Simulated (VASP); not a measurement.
MoS2:

```
CELL_PARAMETERS angstrom
3.21070 0.00000 0.00000
-1.60535 2.78055 0.00000
0.00000 0.00000 12.48618
ATOMIC_POSITIONS crystal
Mo 0.66667 0.33333 0.75000
Mo 0.33333 0.66667 0.25000
S 0.66667 0.33333 0.37700
S 0.33333 0.66667 0.87700
S 0.66667 0.33333 0.12300
S 0.33333 0.66667 0.62300
```

Base run:

```yaml
Program: VASP 6.6.1
Functional: PBE
Potentials_or_basis: VASP PAW PBE potentials, release 64 (Mo_sv, S)
Cutoff: 520 eV
k_mesh: 10 × 10 × 3
Occupations: fermi-dirac, width 0.05 eV
Spin: no spin polarisation
```

Its results: band gap on the k mesh 0.97 eV, indirect (least direct gap 1.77 eV); pressure -3.6 GPa; largest force 0.662 eV/Å.

Question: The run is repeated on the same cell with these changes: functional from PBE to RPBE; dispersion from none to D3(BJ). What comes out?

Answer: Band gap on the k mesh 1.02 eV, indirect (least direct gap 1.78 eV); pressure -19.2 GPa; largest force 1.164 eV/Å.

Several settings changed at once, so the effect can't be laid on one alone.

Caveats: this functional lacks dispersion, which binds the layers, so the pressure and a relaxed spacing across them are unreliable (some runs); the PAW data sets were made with another functional, which shifts forces and pressure a little (some runs).

A k mesh can miss the band edges.
